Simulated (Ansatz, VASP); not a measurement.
## PdI in VASP and in Ansatz

The input INCAR:

```
SYSTEM = PdI
PREC = Accurate ; ENCUT = 520
EDIFF = 1E-7 ; ISMEAR = -1
SIGMA = 0.1 ; LREAL = .False.
LASPH = .True. ; NELM = 60
ALGO = Normal ; ISIF = 2
LWAVE = .False. ; LCHARG = .True.
GGA = PS ; LELF = .True.
LVHAR = .True. ; NBANDS = 16
```

File KPOINTS:

```
regular mesh
0
Gamma
  12 12 12
  0 0 0
```

Contents of POSCAR:

```
PdI
1.0
    0.0000000000      2.6970712287      2.6970712287
    2.6970712287      0.0000000000      2.6970712287
    2.6970712287      2.6970712287      0.0000000000
Pd I
1 1
Direct
    0.0000000000      0.0000000000      0.0000000000
    0.2500000000      0.2500000000      0.2500000000
```

Input for Ansatz:

```yaml
crystal:
  lattice:
    - [0.0, 2.6970712287, 2.6970712287]
    - [2.6970712287, 0.0, 2.6970712287]
    - [2.6970712287, 2.6970712287, 0.0]
  atoms:
    - { symbol: Pd, position: [0.0, 0.0, 0.0] }
    - { symbol: I, position: [0.25, 0.25, 0.25] }
kpoints:
  mp_grid: { grid: [12, 12, 12] }
scf:
  occupations: { method: fermi_dirac, width: 0.1 }
hamiltonian:
  xc: pbesol
  pseudopotentials: { kind: paw }
output:
  forces: true
  stress: true
  eigenvalues: true
  populations: true
```

Change from the starting cell: volume scaled by 0.7, PAW files.

Alike in both runs: task single point; functional PBEsol; k mesh 12 × 12 × 12; occupations fermi-dirac, width 0.1 eV; no spin polarisation.

|  | VASP | Ansatz |
| --- | --- | --- |
| version | VASP 6.6.1 | Ansatz 0.2.0 |
| potentials or method | VASP PAW PBE potentials, release 64 (Pd, I) | PAW with Ansatz's default frozen-core files, scalar-relativistic |
| plane-wave cutoff (eV) | 520 | 420 |
| valence electrons in the cell | 17 | 35 |

|  | VASP | Ansatz | Ansatz less VASP |
| --- | --- | --- | --- |
| pressure (GPa) | 55.9 | 56.2 | +0.28 |

VASP's potentials were made for PBE, not for PBEsol. Both programs put the cell under a high pressure, so it lies far from rest at this level. The functional is the same, so the differences come from potentials, cutoffs and numerics. VASP's potentials hold 17 valence electrons a cell and Ansatz's 35, so a difference there can come from the potentials and not from the codes.

Neither program's run includes spin-orbit coupling.
